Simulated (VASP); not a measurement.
# MgF2 (P4_2/mnm) in VASP: single point with HSE06

Aim: the single point of MgF2 with HSE06.

Everything below comes from runs of VASP 6.6.1. Logs are shortened: lines on timing, memory, paths and dates and some standing lists are left out, and cuts for length are marked.

### Step 1. The cell of the first run

The structure is tetragonal, space group P4_2/mnm (No. 136). Conventional cell: a = 4.622 Å, b = 4.622 Å, c = 3.168 Å, α = 90.00°, β = 90.00°, γ = 90.00°. Within 2.6 Å of Mg (site symmetry mmm) lie 6 F at 1.99 to 2.04 Å. F (site symmetry m2m) has 3 Mg at 1.99 to 2.04 Å and 1 F at 2.56 Å within 2.6 Å.

### Step 2. Single point, HSE06 (uniaxial z strain +4.0%)

Input file POSCAR:

```
MgF2
1.0
    4.6220159946      0.0000000000      0.0000000000
    0.0000000000      4.6220159946      0.0000000000
    0.0000000000      0.0000000000      3.1679562299
Mg F
2 4
Direct
    0.0000000000      0.0000000000      0.0000000000
    0.5000000000      0.5000000000      0.5000000000
    0.3043218350      0.3043218350      0.0000000000
    0.1956781650      0.8043218350      0.5000000000
    0.8043218350      0.1956781650      0.5000000000
    0.6956781650      0.6956781650      0.0000000000
```

Input file INCAR.step1:

```
SYSTEM = MgF2
ALGO = Normal
EDIFF = 1E-5
ENCUT = 520
GGA = PE
GGA_COMPAT = .FALSE.
ISIF = 2
ISMEAR = 0
KPAR = 4
LASPH = .TRUE.
LCHARG = .FALSE.
LREAL = .FALSE.
LWAVE = .TRUE.
NBANDS = 25
NELM = 120
PREC = Accurate
SIGMA = 0.01
```

Input file INCAR.step2:

```
SYSTEM = MgF2
ALGO = Normal
EDIFF = 1E-6
ENCUT = 520
GGA = PE
GGA_COMPAT = .FALSE.
HFSCREEN = 0.2079
ISIF = 2
ISMEAR = 0
ISTART = 1
KPAR = 4
LASPH = .TRUE.
LCHARG = .FALSE.
LHFCALC = .TRUE.
LREAL = .FALSE.
LWAVE = .FALSE.
NBANDS = 25
NELM = 120
PREC = Accurate
PRECFOCK = Normal
SIGMA = 0.01
```

Input file KPOINTS:

```
k-points
0
G
  4 4 6
  0 0 0
```

Potentials or basis: VASP PAW PBE potentials, release 64 (Mg, F).

Command:

```bash
$ cat potpaw_PBE.64/Mg/POTCAR potpaw_PBE.64/F/POTCAR > POTCAR
$ cp INCAR.step1 INCAR
$ mpirun -np 4 vasp_std > vasp.out
$ cp INCAR.step2 INCAR
$ mpirun -np 4 vasp_std > vasp.out
```

OUTCAR:

```text
SYSTEM = MgF2
   EDIFF = 1E-6
   ENCUT = 520
   GGA = PE
   HFSCREEN = 0.2079
   ISIF = 2
   ISMEAR = 0
   ISTART = 1
   LASPH = .TRUE.
   LHFCALC = .TRUE.
   LREAL = .FALSE.
   NELM = 120
   PREC = Accurate
   PRECFOCK = Normal

 ion  position               nearest neighbor table
   1  0.000  0.000  0.000-   3 1.99   6 1.99   5 2.04   4 2.04   4 2.04   5 2.04   2 3.63   2 3.63
                             2 3.63   2 3.63   2 3.63   2 3.63   2 3.63   2 3.63
   2  0.500  0.500  0.500-   4 1.99   5 1.99   3 2.04   6 2.04   3 2.04   6 2.04   1 3.63   1 3.63
                             1 3.63   1 3.63   1 3.63   1 3.63   1 3.63   1 3.63
   3  0.304  0.304  0.000-   1 1.99   2 2.04   2 2.04
   4  0.196  0.804  0.500-   2 1.99   1 2.04   1 2.04
   5  0.804  0.196  0.500-   2 1.99   1 2.04   1 2.04
   6  0.696  0.696  0.000-   1 1.99   2 2.04   2 2.04

  LATTYP: Found a simple tetragonal cell.
 ALAT       =     4.6220159946
 C/A-ratio  =     0.6854057263

  Lattice vectors:

 A1 = (   4.6220159946,   0.0000000000,   0.0000000000)
 A2 = (   0.0000000000,   4.6220159946,   0.0000000000)
 A3 = (   0.0000000000,   0.0000000000,   3.1679562299)

Analysis of symmetry for initial positions (statically):
=====================================================================
 Subroutine PRICEL returns:
 Original cell was already a primitive cell.

 Routine SETGRP: Setting up the symmetry group for a
 simple tetragonal supercell.

 Subroutine GETGRP returns: Found 16 space group operations
 (whereof  8 operations were pure point group operations)
 out of a pool of 16 trial point group operations.

The static configuration has the point symmetry D_2h.
 The point group associated with its full space group is D_4h.

Analysis of symmetry for dynamics (positions and initial velocities):
=====================================================================
 Subroutine PRICEL returns:
 Original cell was already a primitive cell.

 Routine SETGRP: Setting up the symmetry group for a
 simple tetragonal supercell.

 Subroutine GETGRP returns: Found 16 space group operations
 (whereof  8 operations were pure point group operations)
 out of a pool of 16 trial point group operations.

The dynamic configuration has the point symmetry D_2h.
 The point group associated with its full space group is D_4h.

 Subroutine INISYM returns: Found 16 space group operations
 (whereof  8 operations are pure point group operations),
 and found     1 'primitive' translations

----------------------------------------------------------------------------------------

                                     Primitive cell

  volume of cell :      67.6771

  direct lattice vectors                    reciprocal lattice vectors
     4.622015995  0.000000000  0.000000000     0.216355807  0.000000000  0.000000000
     0.000000000  4.622015995  0.000000000     0.000000000  0.216355807  0.000000000
     0.000000000  0.000000000  3.167956230     0.000000000  0.000000000  0.315660927

  length of vectors
     4.622015995  4.622015995  3.167956230     0.216355807  0.216355807  0.315660927

  position of ions in fractional coordinates (direct lattice)
     0.000000000  0.000000000  0.000000000
     0.500000000  0.500000000  0.500000000
     0.304321835  0.304321835  0.000000000
     0.195678165  0.804321835  0.500000000
     0.804321835  0.195678165  0.500000000
     0.695678165  0.695678165  0.000000000

  ion indices of the primitive-cell ions
   primitive index   ion index
                 1           1
                 2           2
                 3           3
                 4           4
                 5           5
                 6           6

----------------------------------------------------------------------------------------

 KPOINTS: k-points

Automatic generation of k-mesh.
 Grid dimensions read from file:
 generate k-points for:    4    4    6

 Generating k-lattice:

  Cartesian coordinates                     Fractional coordinates (reciprocal lattice)
     0.054088952  0.000000000  0.000000000     0.250000000  0.000000000  0.000000000
     0.000000000  0.054088952  0.000000000     0.000000000  0.250000000  0.000000000
     0.000000000  0.000000000  0.052610154     0.000000000  0.000000000  0.166666667

  Length of vectors
     0.054088952  0.054088952  0.052610154

  Shift w.r.t. Gamma in fractional coordinates (k-lattice)
     0.000000000  0.000000000  0.000000000

 Subroutine IBZKPT returns following result:
 ===========================================

 Found     24 irreducible k-points:

 Following reciprocal coordinates:
            Coordinates               Weight
  0.000000  0.000000  0.000000      1.000000
  0.250000  0.000000  0.000000      4.000000
  0.500000  0.000000  0.000000      2.000000
  0.250000  0.250000  0.000000      4.000000
  0.500000  0.250000  0.000000      4.000000
  0.500000  0.500000  0.000000      1.000000
[... 16 lines left out ...]
  0.500000  0.250000  0.500000      4.000000
  0.500000  0.500000  0.500000      1.000000
   k-points           NKPTS =     24   k-points in BZ     NKDIM =     96   number of bands    NBANDS=     25
   number of dos      NEDOS =    301   number of ions     NIONS =      6
   total plane-waves  NPLWV =  31104
   dimension x,y,z NGX =    36 NGY =   36 NGZ =   24
   dimension x,y,z NGXF=    72 NGYF=   72 NGZF=   48
   ions per type =               2   4
   NGX,Y,Z   is equivalent  to a cutoff of  12.95, 12.95, 12.59 a.u.
   NGXF,Y,Z  is equivalent  to a cutoff of  25.90, 25.90, 25.19 a.u.
 SYSTEM =  MgF2
   PREC   = accura    normal or accurate (medium, high low for compatibility)
   ISTART =      1    job   : 0-new  1-cont  2-samecut
   ICHARG =      0    charge: 1-file 2-atom 10-const
   ISPIN  =      1    spin polarized calculation?
   LNONCOLLINEAR =      F non collinear calculations
   LSORBIT =      F    spin-orbit coupling
   LASPH  =      T    aspherical Exc in radial PAW
   ENCUT  =  520.0 eV  38.22 Ry    6.18 a.u.   8.59  8.59  5.89*2*pi/ulx,y,z
   NELM   =    120;   NELMIN=  2; NELMDL=  0     # of ELM steps
   EDIFF  = 0.1E-05   stopping-criterion for ELM
   LREAL  =      F    real-space projection
   EDIFFG = 0.1E-04   stopping-criterion for IOM
   NSW    =      0    number of steps for IOM
   IBRION =     -1    ionic relax: 0-MD 1-quasi-New 2-CG
   NFREE  =      0    steps in history (QN), initial steepest desc. (CG)
   ISIF   =      2    stress and relaxation
   ISYM   =      3    0-nonsym 1-usesym 2-fastsym
   POTIM  = 0.5000    time-step for ionic-motion
   TEBEG  =    0.0;   TEEND  =   0.0 temperature during run
   PSTRESS=    0.0 pullay stress
   NELECT =      32.0000    total number of electrons
   NUPDOWN=      -1.0000    fix difference up-down
   EMIN   =  10.00;   EMAX   =-10.00  energy-range for DOS
   EFERMI =   0.00;   METHOD = LEGACY
   ISMEAR =     0;   SIGMA  =   0.01  broadening in eV -4-tet -1-fermi 0-gaus
   EFERMI_NEDOS =   21; number of points for ismear=-14 and -15
   IALGO  =     38    algorithm
   IMIX   =      1    mixing-type and parameters
     AMIX     =   0.40;   BMIX     =  1.00
     AMIX_MAG =   1.60;   BMIX_MAG =  1.00
  volume/ion in A,a.u.               =      11.28        76.12
  Fermi-wavevector in a.u.,A,eV,Ry     =   1.275393  2.410144 22.131619  1.626628
  Thomas-Fermi vector in A             =   2.408108
   LORBIT       =      0    0 simple, 1 ext, 2 COOP (PROOUT), +10 PAW based schemes
   GGA     = PE    functional components
   LHFCALC =     T    Hartree Fock is set to
   PRECFOCK=normal    Normal, Fast or Accurate (Low or Medium for compatibility)
   ENCUT4O =  -1.0   cutoff for four orbital integrals eV
   NKREDX  =     1    reduce k-point grid by
   NKREDY  =     1    reduce k-point grid by
   NKREDZ  =     1    reduce k-point grid by
   AEXX    =    0.2500 exact exchange contribution
   HFSCREEN=    0.2079 screening length (either q_TF or 0.3 A-1)
   HFSCREENC=   0.2079 screening length for correlation (either q_TF or 0.3 A-1)
   ENCUTFOCK=  -1.0 apply spherical cutoff to Coloumb kernel
   IVDW    =     0    specifies the selected vdW correction
   LEPSILON=     F    determine dielectric tensor
   LRPA    =     F    only Hartree local field effects (RPA)
 non-spin polarized calculation
 Gauss-broadening in eV      SIGMA  =   0.01
  energy-cutoff  :      520.00
  volume of cell :       67.68
 maximum number of plane-waves:      1838
 NGX is ok and might be reduce to    36
  NGX = 28; NGY = 28; NGZ = 18

 number of electron      32.0000006 magnetization

 Free energy of the ion-electron system (eV)
  ---------------------------------------------------
  ext. energy  EPLUGINS =         0.00000000
  ---------------------------------------------------
  free energy    TOTEN  =       -38.26086502 eV

  energy without entropy =      -38.26086502  energy(sigma->0) =      -38.26086502

 E-fermi :  -3.0572     XC(G=0):  -7.8506

 val. band max:       -3.1782383195   @ k =   0.0000   0.0000   0.0000
 cond. band min:       5.8873936798   @ k =   0.0000   0.0000   0.0000
 fundamental gap:      9.0656319993
 Fermi energy:        -3.0572411097

 k-point     1 :       0.0000    0.0000    0.0000
  band No.  band energies     occupation
      1     -25.3258      2.00000
      2     -24.5305      2.00000
      3     -24.5305      2.00000
      4     -24.4717      2.00000
      5      -7.1401      2.00000
      6      -5.5786      2.00000
[... 17 lines left out ...]
     24      17.7557      0.00000
     25      17.7557      0.00000

 k-point     2 :       0.2500    0.0000    0.0000
  band No.  band energies     occupation
      1     -25.2291      2.00000
      2     -24.7020      2.00000
      3     -24.5072      2.00000
      4     -24.4309      2.00000
      5      -6.9157      2.00000
      6      -5.7343      2.00000
[... 17 lines left out ...]
     24      17.2239      0.00000
     25      17.8652      0.00000
[... 586 lines left out ...]
     24      14.6030      0.00000
     25      16.6876      0.00000

 k-point    24 :       0.5000    0.5000    0.5000
  band No.  band energies     occupation
      1     -24.7287      2.00000
      2     -24.7287      2.00000
      3     -24.5177      2.00000
      4     -24.5177      2.00000
      5      -6.8837      2.00000
      6      -6.8837      2.00000
[... 17 lines left out ...]
     24      13.9676      0.00000
     25      17.3429      0.00000

------------------------ aborting loop because EDIFF is reached ----------------------------------------

  FORCE on cell =-STRESS in cart. coord.  units (eV):
  Direction    XX          YY          ZZ          XY          YZ          ZX
  --------------------------------------------------------------------------------------
  -------------------------------------------------------------------------------------
  Total       -0.7142716     -0.7142716     -2.9211566     -0.0000000      0.0000000      0.0000000
  in kB      -16.9095453    -16.9095453    -69.1549639     -0.0000000      0.0000000      0.0000000
  external PRESSURE =     -34.3246849 kB  Pullay stress =       0.0000000 kB

 VOLUME and BASIS-vectors are now :
 -----------------------------------------------------------------------------
  energy-cutoff  :      520.00
  volume of cell :       67.68
      direct lattice vectors                 reciprocal lattice vectors
     4.622015995  0.000000000  0.000000000     0.216355807  0.000000000  0.000000000
     0.000000000  4.622015995  0.000000000     0.000000000  0.216355807  0.000000000
     0.000000000  0.000000000  3.167956230     0.000000000  0.000000000  0.315660927

 POSITION                                       TOTAL-FORCE (eV/Angst)
 -----------------------------------------------------------------------------------
      0.00000      0.00000      0.00000         0.000000      0.000000      0.000000
      2.31101      2.31101      1.58398         0.000000      0.000000      0.000000
      1.40658      1.40658      0.00000         0.005747      0.005747      0.000000
      0.90443      3.71759      1.58398        -0.005747      0.005747      0.000000
      3.71759      0.90443      1.58398         0.005747     -0.005747     -0.000000
      3.21544      3.21544      0.00000        -0.005747     -0.005747     -0.000000
 -----------------------------------------------------------------------------------
    total drift:                                0.000105      0.000106     -0.000000

  FREE ENERGIE OF THE ION-ELECTRON SYSTEM (eV)
  ---------------------------------------------------
  free  energy   TOTEN  =       -38.2608650186 eV

  energy  without entropy=      -38.2608650186  energy(sigma->0) =      -38.26086502
```

Wall time 17 min (4 MPI ranks of AMD EPYC 9R45 (Zen 5), shared host); peak memory 0.29 GiB.

Results:

```yaml
Free_energy: -38.2609 eV
Pressure: -3.4 GPa
Largest_force: 0.008 eV/Å
Band_gap_on_the_k_mesh: 9.07 eV
```

Forces on the atoms (eV/Å):
```
Mg   0.000  0.000  0.000
Mg   0.000  0.000  0.000
F    0.006  0.006  0.000
F   -0.006  0.006  0.000
F    0.006 -0.006  0.000
F   -0.006 -0.006  0.000
```

Stress tensor (GPa, compression positive):
```
-1.69  0.00  0.00
 0.00 -1.69  0.00
 0.00  0.00 -6.92
```

Caveat: the cell differs from its parent crystal (uniaxial z strain +4.0%); the stress differs along the axes, from -7 to -2 GPa; the structure was generated, so it needn't be the stable form of MgF2; the PAW data sets were made with another functional, which shifts forces and pressure a little.
